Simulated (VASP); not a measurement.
Write the native input for VASP 6.6.1 that does the following.

```yaml
Task: relaxation of the atoms
Functional: PBE
Potentials_or_basis: VASP PAW PBE potentials, release 64 (Ag, I)
Cutoff: 450 eV
k_mesh: 6 × 6 × 4
Occupations: gaussian, width 0.02 eV
Spin: no spin polarisation
Dipole_correction: no
Further_INCAR_settings: ALGO = Normal; EDIFF = 1e-07; IBRION = 2; EDIFFG = -0.008; NSW = 60
```

The structure of AgI lies in POSCAR:

```
AgI
1.0
    4.7565811240      0.0000000000      0.0000000000
   -2.3782905620      4.1193200886      0.0000000000
    0.0000000000      0.0000000000      7.7760493998
Ag I
2 2
Direct
    0.3333333333      0.6666666667      0.0024494355
    0.6666666667      0.3333333333      0.5024494355
    0.3333333333      0.6666666667      0.3774505645
    0.6666666667      0.3333333333      0.8774505645
```

This cell differs from its parent crystal: equal strain along all axes, cell held: +1.5 %.

These files were run (other wordings do the same):

INCAR

```
SYSTEM = AgI
PREC = Accurate
ENCUT = 450
EDIFF = 1E-7
ISMEAR = 0
SIGMA = 0.02
LREAL = .FALSE.
LASPH = .TRUE.
NELM = 120
ALGO = Normal
ISIF = 2
LWAVE = .FALSE.
LCHARG = .FALSE.
GGA = PE
IBRION = 2
NSW = 60
EDIFFG = -0.008
GGA_COMPAT = .FALSE.
NELMIN = 4
```

KPOINTS

```
Automatic mesh
0
G
  6 6 4
  0 0 0
```

Potentials or basis: VASP PAW PBE potentials, release 64 (Ag, I).

Launch:

```bash
$ cat potpaw_PBE.64/Ag/POTCAR potpaw_PBE.64/I/POTCAR > POTCAR
$ mpirun -np 1 vasp_std > vasp.out
```

Results of the run:

| Item | Value |
| --- | --- |
| Pressure after relaxing | -1.1 GPa |
| Band gap on the k mesh | 1.37 eV |

Caveat: the cell differs from its parent crystal (equal strain along all axes, cell held: +1.5 %); spin-orbit coupling is left out, which moves the levels of the heavy elements.

Wall time 51 s on 1 thread of Intel(R) Xeon(R) Platinum 8488C (Sapphire Rapids), on a shared host, peak memory 0.26 GiB.
